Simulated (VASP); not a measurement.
A run of VASP 6.6.1:

The input INCAR:

```
SYSTEM = Al16ClO24
  PREC = Accurate
  ENCUT = 520
  EDIFF = 1E-6
  ISMEAR = -1
  SIGMA = 0.01
  LREAL = Auto
  LASPH = .True.
  NELM = 60
  ALGO = Normal
  ISIF = 2
  LWAVE = .False.
  LCHARG = .False.
  GGA = PE
  NELECT = 200.0
  NBANDS = 126
```

File KPOINTS:

```
Automatic mesh
0
Gamma
  2 2 2
  0.5 0.5 0.5
```

The input POSCAR:

```
Al16ClO24
1.0
    2.4039417600      1.3879164200      4.3742070900
   -4.8078835200      2.7758328500      8.7484141900
    0.0000000000     -5.5516656900      8.7484141900
Al O Cl
16 24 1
Direct
    0.6459750000      0.3363021200      0.3214930500
    0.8476125600      0.4319538700      0.4237593500
    0.1372764500      0.0506864600      0.0565754200
    0.3311557700      0.1577925200      0.1729501500
    0.6578932900      0.3164719200      0.8177098200
    0.8461568500      0.4492750100      0.9226586800
    0.1355563500      0.0735848800      0.5643177600
    0.3496611400      0.1825242000      0.6616542100
    0.6301114400      0.8206039400      0.3328062800
    0.8493750800      0.9257757500      0.4335943700
    0.1304298200      0.5915365500      0.0728413900
    0.3495227100      0.6863148200      0.1781219900
    0.6556914600      0.8346300200      0.8219012300
    0.8437883300      0.9576665300      0.9281297800
    0.1437830300      0.5751907100      0.5773074800
    0.3526210800      0.6757638300      0.6808972800
    0.4510145800      0.0144107000      0.3830382600
    0.9518667800      0.1130352900      0.3271240500
    0.0242687000      0.3934641300      0.2191916000
    0.8102442900      0.1144608200     -0.0124805400
    0.2528616000      0.2937761200      0.4584548900
    0.5408702600      0.5141785000      0.1144481300
    0.4644818400      0.0400619400      0.8583456200
    0.9600543500      0.1400255600      0.7336153300
    0.0429081700      0.3744384200      0.7313852600
    0.7306004900      0.2385238500      0.5268577300
    0.2422215300      0.2892858100      0.9689100400
    0.5497315800      0.4750228100      0.6277671000
    0.4271673700      0.5387401000      0.3785539900
    0.9299842400      0.6314509600      0.2790672800
    0.0288377300      0.8709586400      0.2332046300
    0.7435643200      0.7376891200      0.0232316100
    0.2442448300      0.7727645600      0.4791949700
    0.4832165000      0.9553803600      0.1459989400
    0.4439648900      0.5310767400      0.8805445000
    0.9434377300      0.6337956300      0.7769655400
    0.0623720900      0.8755230600      0.7163697000
    0.7478223600      0.7168444200      0.5360800300
    0.2372892200      0.7995540500      0.9672264500
    0.5568264300      0.9734243700      0.6264239000
    1.6604886900      0.2475704900      0.1472211700
```

Potentials or basis: VASP PAW PBE potentials, release 64 (Al, O, Cl).

Run with:

```bash
$ cat potpaw_PBE.64/Al/POTCAR potpaw_PBE.64/O/POTCAR potpaw_PBE.64/Cl/POTCAR > POTCAR
$ mpirun -np 1 vasp_std > vasp.out
```

Hardware: 1 thread of Intel Xeon 8259CL, with other jobs on the host.

Question: How long does it take, and how much memory?

Answer: It took 16 min on 1 thread of Intel Xeon 8259CL, with other jobs on the host, peak memory 0.59 GiB. Counts: scf iterations 16, k points 4.
